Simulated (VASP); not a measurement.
# CdI2 in VASP: single point with PBE+D3(BJ)

Aim: the single point of CdI2 with PBE+D3(BJ).

All numbers are computed with VASP 6.6.1; they aren't measurements. Logs are shortened: lines on timing, memory, paths and dates and some standing lists are left out, and cuts for length are marked.

## Step 1: The cell of the first run

The cell holds a sheet with vacuum, 3 atoms: a = 4.243 Å, b = 4.243 Å, c = 30.720 Å, α = 90.00°, β = 90.00°, γ = 120.00°.

## Step 2: Single point, PBE+D3(BJ)

Contents of INCAR:

```
PREC = Accurate ; ENCUT = 400
EDIFF = 1E-6 ; ISMEAR = 0
SIGMA = 0.03 ; LREAL = F
LASPH = T ; NELM = 120
ALGO = Normal ; ISIF = 2
LWAVE = F ; LCHARG = T
LDIPOL = T ; IDIPOL = 3
DIPOL = 0.5 0.5 0.284 ; GGA = PE
IVDW = 12 ; LELF = T
LVHAR = T ; LVACPOTAV = T
NBANDS = 20 ; GGA_COMPAT = F
NELMDL = -8
```

Contents of KPOINTS:

```
regular mesh
0
Gamma
  12 12 1
```

Contents of POSCAR:

```
CdI2
1.0
    4.2433255620      0.0000000000      0.0000000000
   -2.1216627810      3.6748277332      0.0000000000
    0.0000000000      0.0000000000     30.7199999998
I Cd
2 1
Direct
    0.3333333333      0.6666666667      0.2276158277
    0.6666666667      0.3333333333      0.3407435473
    0.0000000000      0.0000000000      0.2841796875
```

Potentials or basis: VASP PAW PBE potentials, release 64 (I, Cd).

On the command line:

```sh
$ cat potpaw_PBE.64/I/POTCAR potpaw_PBE.64/Cd/POTCAR > POTCAR
$ mpirun -np 1 vasp_std > vasp.out
```

OUTCAR:

```text
PREC = Accurate
   ENCUT = 400
   EDIFF = 1E-6
   ISMEAR = 0
   LREAL = F
   LASPH = T
   NELM = 120
   ISIF = 2
   GGA = PE
   IVDW = 12
   NELMDL = -8
 IVDW          = 12

 ion  position               nearest neighbor table
   1  0.333  0.667  0.228-   3 3.00   3 3.00   3 3.00
   2  0.667  0.333  0.341-   3 3.00   3 3.00   3 3.00
   3  0.000  0.000  0.284-   1 3.00   2 3.00   1 3.00   2 3.00   2 3.00   1 3.00

  LATTYP: Found a hexagonal cell.
 ALAT       =     4.2433255620
 C/A-ratio  =     7.2396047748

  Lattice vectors:

 A1 = (   4.2433255620,   0.0000000000,   0.0000000000)
 A2 = (  -2.1216627810,   3.6748277332,   0.0000000000)
 A3 = (   0.0000000000,   0.0000000000,  30.7199999998)

Analysis of symmetry for initial positions (statically):
=====================================================================
 Subroutine PRICEL returns:
 Original cell was already a primitive cell.

 Routine SETGRP: Setting up the symmetry group for a
 hexagonal supercell.

 Subroutine GETGRP returns: Found 12 space group operations
 (whereof  6 operations were pure point group operations)
 out of a pool of 24 trial point group operations.

The static configuration has the point symmetry C_3v.
 The point group associated with its full space group is D_3d.

Analysis of symmetry for dynamics (positions and initial velocities):
=====================================================================
 Subroutine PRICEL returns:
 Original cell was already a primitive cell.

 Routine SETGRP: Setting up the symmetry group for a
 hexagonal supercell.

 Subroutine GETGRP returns: Found 12 space group operations
 (whereof  6 operations were pure point group operations)
 out of a pool of 24 trial point group operations.

The dynamic configuration has the point symmetry C_3v.
 The point group associated with its full space group is D_3d.

 Subroutine INISYM returns: Found 12 space group operations
 (whereof  6 operations are pure point group operations),
 and found     1 'primitive' translations

----------------------------------------------------------------------------------------

                                     Primitive cell

  volume of cell :     479.0320

  direct lattice vectors                    reciprocal lattice vectors
     4.243325562  0.000000000  0.000000000     0.235664218  0.136060800  0.000000000
    -2.121662781  3.674827733  0.000000000     0.000000000  0.272121599  0.000000000
     0.000000000  0.000000000 30.720000000     0.000000000  0.000000000  0.032552083

  length of vectors
     4.243325562  4.243325562 30.720000000     0.272121599  0.272121599  0.032552083

  position of ions in fractional coordinates (direct lattice)
     0.333333333  0.666666667  0.227615828
     0.666666667  0.333333333  0.340743547
     0.000000000  0.000000000  0.284179688

  ion indices of the primitive-cell ions
   primitive index   ion index
                 1           1
                 2           2
                 3           3

----------------------------------------------------------------------------------------

 KPOINTS: regular mesh

Automatic generation of k-mesh.
 Grid dimensions read from file:
 generate k-points for:   12   12    1

 Generating k-lattice:

  Cartesian coordinates                     Fractional coordinates (reciprocal lattice)
     0.019638685  0.011338400  0.000000000     0.083333333  0.000000000  0.000000000
     0.000000000  0.022676800  0.000000000     0.000000000  0.083333333  0.000000000
     0.000000000  0.000000000  0.032552083     0.000000000  0.000000000  1.000000000

  Length of vectors
     0.022676800  0.022676800  0.032552083

  Shift w.r.t. Gamma in fractional coordinates (k-lattice)
     0.000000000  0.000000000  0.000000000

 Subroutine IBZKPT returns following result:
 ===========================================

 Found     19 irreducible k-points:

 Following reciprocal coordinates:
            Coordinates               Weight
  0.000000  0.000000  0.000000      1.000000
  0.083333  0.000000  0.000000      6.000000
  0.166667  0.000000  0.000000      6.000000
  0.250000 -0.000000  0.000000      6.000000
  0.333333 -0.000000  0.000000      6.000000
  0.416667  0.000000  0.000000      6.000000
[... 11 lines left out ...]
  0.333333  0.250000  0.000000     12.000000
  0.333333  0.333333  0.000000      2.000000
   k-points           NKPTS =     19   k-points in BZ     NKDIM =     19   number of bands    NBANDS=     20
   number of dos      NEDOS =    301   number of ions     NIONS =      3
   total plane-waves  NPLWV = 156800
   dimension x,y,z NGX =    28 NGY =   28 NGZ =  200
   dimension x,y,z NGXF=    56 NGYF=   56 NGZF=  400
   ions per type =               2   1
   NGX,Y,Z   is equivalent  to a cutoff of  10.97, 10.97, 10.82 a.u.
   NGXF,Y,Z  is equivalent  to a cutoff of  21.94, 21.94, 21.65 a.u.
 SYSTEM =  unknown system
   PREC   = accura    normal or accurate (medium, high low for compatibility)
   ISTART =      0    job   : 0-new  1-cont  2-samecut
   ICHARG =      2    charge: 1-file 2-atom 10-const
   ISPIN  =      1    spin polarized calculation?
   LNONCOLLINEAR =      F non collinear calculations
   LSORBIT =      F    spin-orbit coupling
   LASPH  =      T    aspherical Exc in radial PAW
   ENCUT  =  400.0 eV  29.40 Ry    5.42 a.u.   6.92  6.92 50.10*2*pi/ulx,y,z
   NELM   =    120;   NELMIN=  2; NELMDL= -8     # of ELM steps
   EDIFF  = 0.1E-05   stopping-criterion for ELM
   LREAL  =      F    real-space projection
   EDIFFG = 0.1E-04   stopping-criterion for IOM
   NSW    =      0    number of steps for IOM
   IBRION =     -1    ionic relax: 0-MD 1-quasi-New 2-CG
   NFREE  =      0    steps in history (QN), initial steepest desc. (CG)
   ISIF   =      2    stress and relaxation
   ISYM   =      2    0-nonsym 1-usesym 2-fastsym
   POTIM  = 0.5000    time-step for ionic-motion
   TEBEG  =    0.0;   TEEND  =   0.0 temperature during run
   PSTRESS=    0.0 pullay stress
   NELECT =      26.0000    total number of electrons
   NUPDOWN=      -1.0000    fix difference up-down
   EMIN   =  10.00;   EMAX   =-10.00  energy-range for DOS
   EFERMI =   0.00;   METHOD = LEGACY
   ISMEAR =     0;   SIGMA  =   0.03  broadening in eV -4-tet -1-fermi 0-gaus
   EFERMI_NEDOS =   21; number of points for ismear=-14 and -15
   IALGO  =     38    algorithm
   IMIX   =      4    mixing-type and parameters
     AMIX     =   0.40;   BMIX     =  1.00
     AMIX_MAG =   1.60;   BMIX_MAG =  1.00
  volume/ion in A,a.u.               =     159.68      1077.56
  Fermi-wavevector in a.u.,A,eV,Ry     =   0.619837  1.171323  5.227336  0.384198
  Thomas-Fermi vector in A             =   1.678776
   LORBIT       =      0    0 simple, 1 ext, 2 COOP (PROOUT), +10 PAW based schemes
   GGA     = PE    functional components
   LHFCALC =     F    Hartree Fock is set to
   AEXX    =    0.0000 exact exchange contribution
   IVDW    =    12    specifies the selected vdW correction
   LEPSILON=     F    determine dielectric tensor
   LRPA    =     F    only Hartree local field effects (RPA)
 non-spin polarized calculation
 Gauss-broadening in eV      SIGMA  =   0.03
  energy-cutoff  :      400.00
  volume of cell :      479.03
 maximum number of plane-waves:      8731
 NGX is ok and might be reduce to    28
   NGX = 13   NGY = 13   NGZ =101

 dipolmoment           0.000000      0.000000      0.000002 electrons x Angstroem

 number of electron      26.0000013 magnetization

 dipolmoment           0.000000      0.000000     -0.000000 electrons x Angstroem

 Free energy of the ion-electron system (eV)
  ---------------------------------------------------
  ext. energy  EPLUGINS =         0.00000000
  ---------------------------------------------------
  free energy    TOTEN  =        -5.52316146 eV

  energy without entropy =       -5.52316146  energy(sigma->0) =       -5.52316146

 E-fermi :  -4.2506     XC(G=0):  -2.2353

 val. band max:       -4.4355186069   @ k =   0.0833   0.0000   0.0000
 cond. band min:      -1.9998552299   @ k =   0.5000  -0.0000   0.0000
 fundamental gap:      2.4356633769
 Fermi energy:        -4.2506273994

 k-point     1 :       0.0000    0.0000    0.0000
  band No.  band energies     occupation
      1     -16.3692      2.00000
      2     -15.8893      2.00000
      3     -11.9712      2.00000
      4     -11.9712      2.00000
      5     -11.8558      2.00000
      6     -11.7829      2.00000
[... 12 lines left out ...]
     19       1.8953      0.00000
     20       1.9166      0.00000

 k-point     2 :       0.0833    0.0000    0.0000
  band No.  band energies     occupation
      1     -16.3365      2.00000
      2     -15.8799      2.00000
      3     -11.9658      2.00000
      4     -11.9573      2.00000
      5     -11.8492      2.00000
      6     -11.7848      2.00000
[... 12 lines left out ...]
     19       2.0085      0.00000
     20       2.0535      0.00000

 k-point     3 :       0.1667    0.0000    0.0000
  band No.  band energies     occupation
      1     -16.2444      2.00000
      2     -15.8543      2.00000
      3     -11.9531      2.00000
      4     -11.9193      2.00000
      5     -11.8303      2.00000
      6     -11.7881      2.00000
[... 12 lines left out ...]
     19       2.3106      0.00000
     20       2.5277      0.00000

 k-point     4 :       0.2500   -0.0000    0.0000
  band No.  band energies     occupation
      1     -16.1113      2.00000
      2     -15.8198      2.00000
      3     -11.9410      2.00000
      4     -11.8786      2.00000
      5     -11.7985      2.00000
      6     -11.7808      2.00000
[... 12 lines left out ...]
     19       2.5114      0.00000
     20       2.6547      0.00000

 k-point     5 :       0.3333   -0.0000    0.0000
  band No.  band energies     occupation
      1     -15.9678      2.00000
      2     -15.7860      2.00000
      3     -11.9353      2.00000
      4     -11.8670      2.00000
      5     -11.7836      2.00000
      6     -11.7475      2.00000
[... 12 lines left out ...]
     19       2.5375      0.00000
     20       2.9998      0.00000

 k-point     6 :       0.4167    0.0000    0.0000
  band No.  band energies     occupation
      1     -15.8538      2.00000
      2     -15.7631      2.00000
      3     -11.9348      2.00000
      4     -11.8719      2.00000
      5     -11.7750      2.00000
      6     -11.7292      2.00000
[... 12 lines left out ...]
     19       3.0616      0.00000
     20       3.5414      0.00000

 k-point     7 :       0.5000   -0.0000    0.0000
  band No.  band energies     occupation
      1     -15.8082      2.00000
      2     -15.7569      2.00000
      3     -11.9351      2.00000
      4     -11.8754      2.00000
      5     -11.7720      2.00000
      6     -11.7218      2.00000
[... 12 lines left out ...]
     19       3.7862      0.00000
     20       3.8040      0.00000
[... 162 lines left out ...]
 k-point    15 :       0.3333    0.1667    0.0000
  band No.  band energies     occupation
      1     -15.8153      2.00000
      2     -15.7532      2.00000
      3     -11.8970      2.00000
      4     -11.8447      2.00000
      5     -11.7733      2.00000
      6     -11.7391      2.00000
[... 12 lines left out ...]
     19       3.3048      0.00000
     20       3.7712      0.00000

 k-point    16 :       0.4167    0.1667    0.0000
  band No.  band energies     occupation
      1     -15.7754      2.00000
      2     -15.7480      2.00000
      3     -11.8891      2.00000
      4     -11.8472      2.00000
      5     -11.7680      2.00000
      6     -11.7382      2.00000
[... 12 lines left out ...]
     19       3.9292      0.00000
     20       3.9789      0.00000

 k-point    17 :       0.2500    0.2500    0.0000
  band No.  band energies     occupation
      1     -15.8175      2.00000
      2     -15.7521      2.00000
      3     -11.8818      2.00000
      4     -11.8279      2.00000
      5     -11.7810      2.00000
      6     -11.7339      2.00000
[... 12 lines left out ...]
     19       3.3809      0.00000
     20       3.4669      0.00000

 k-point    18 :       0.3333    0.2500    0.0000
  band No.  band energies     occupation
      1     -15.7581      2.00000
      2     -15.7412      2.00000
      3     -11.8498      2.00000
      4     -11.8237      2.00000
      5     -11.7682      2.00000
      6     -11.7440      2.00000
[... 12 lines left out ...]
     19       3.7352      0.00000
     20       3.8321      0.00000

 k-point    19 :       0.3333    0.3333    0.0000
  band No.  band energies     occupation
      1     -15.7369      2.00000
      2     -15.7369      2.00000
      3     -11.8156      2.00000
      4     -11.8156      2.00000
      5     -11.7552      2.00000
      6     -11.7424      2.00000
[... 12 lines left out ...]
     19       3.8103      0.00000
     20       3.9606      0.00000

------------------------ aborting loop because EDIFF is reached ----------------------------------------

 vacuum level on the upper side and lower side of the slab       (xc-potential included)        -0.092        -0.090

 Edisp (eV)   -0.74673

 E8    (eV) :    -0.3539

  FORCE on cell =-STRESS in cart. coord.  units (eV):
  Direction    XX          YY          ZZ          XY          YZ          ZX
  --------------------------------------------------------------------------------------
  -------------------------------------------------------------------------------------
  Total      -0.06430    -0.06430    -0.07435    -0.00000     0.00000     0.00000
  in kB      -0.21507    -0.21507    -0.24868    -0.00000     0.00000     0.00000
  external pressure =       -0.23 kB  Pullay stress =        0.00 kB

 VOLUME and BASIS-vectors are now :
 -----------------------------------------------------------------------------
  energy-cutoff  :      400.00
  volume of cell :      479.03
      direct lattice vectors                 reciprocal lattice vectors
     4.243325562  0.000000000  0.000000000     0.235664218  0.136060800  0.000000000
    -2.121662781  3.674827733  0.000000000     0.000000000  0.272121599  0.000000000
     0.000000000  0.000000000 30.720000000     0.000000000  0.000000000  0.032552083

 POSITION                                       TOTAL-FORCE (eV/Angst)
 -----------------------------------------------------------------------------------
     -0.00000      2.44989      6.99236         0.000000      0.000000     -0.019062
      2.12166      1.22494     10.46764        -0.000000     -0.000000      0.019062
      0.00000      0.00000      8.73000        -0.000000      0.000000      0.000000
 -----------------------------------------------------------------------------------
    total drift:                               -0.000000     -0.000000     -0.000048

  FREE ENERGIE OF THE ION-ELECTRON SYSTEM (eV)
  ---------------------------------------------------
  free  energy   TOTEN  =        -6.2698891998 eV

  energy  without entropy=       -6.2698891998  energy(sigma->0) =       -6.26988920

 vacuum level on the upper side and lower side of the slab         1.843         1.843
```

Run time: 6.8 min. Hardware: 1 thread of AMD EPYC 7R43 (Zen 3), shared host; peak memory 0.41 GiB.

Results:

```
Free energy                            : -6.2699 eV
Largest force                          : 0.019 eV/Å
Band gap on the k mesh                 : 2.44 eV (least direct gap 2.66 eV)
Dispersion energy per atom             : -0.249 eV
Ionisation potential of the upper face : 6.28 eV
```

Forces on the atoms (eV/Å):
```
I    0.000  0.000 -0.019
I    0.000  0.000  0.019
Cd   0.000  0.000  0.000
```

Levels at points of the mesh, in eV from the valence-band top:
| k point | band 9 | band 10 | band 11 | band 12 | band 13 | band 14 | band 15 | band 16 | band 17 | band 18 |
| --- | --- | --- | --- | --- | --- | --- | --- | --- | --- | --- |
| (0.00, 0.00, 0.00) | -0.90 | -0.27 | -0.27 | 0.00 | 0.00 | 2.87 | 4.55 | 5.88 | 5.96 | 6.33 |
| (0.50, 0.00, 0.00) | -2.87 | -1.53 | -1.30 | -0.50 | -0.23 | 2.44 | 5.09 | 6.21 | 6.28 | 6.92 |

Caveat: spin-orbit coupling is left out, which moves the levels of the heavy elements.
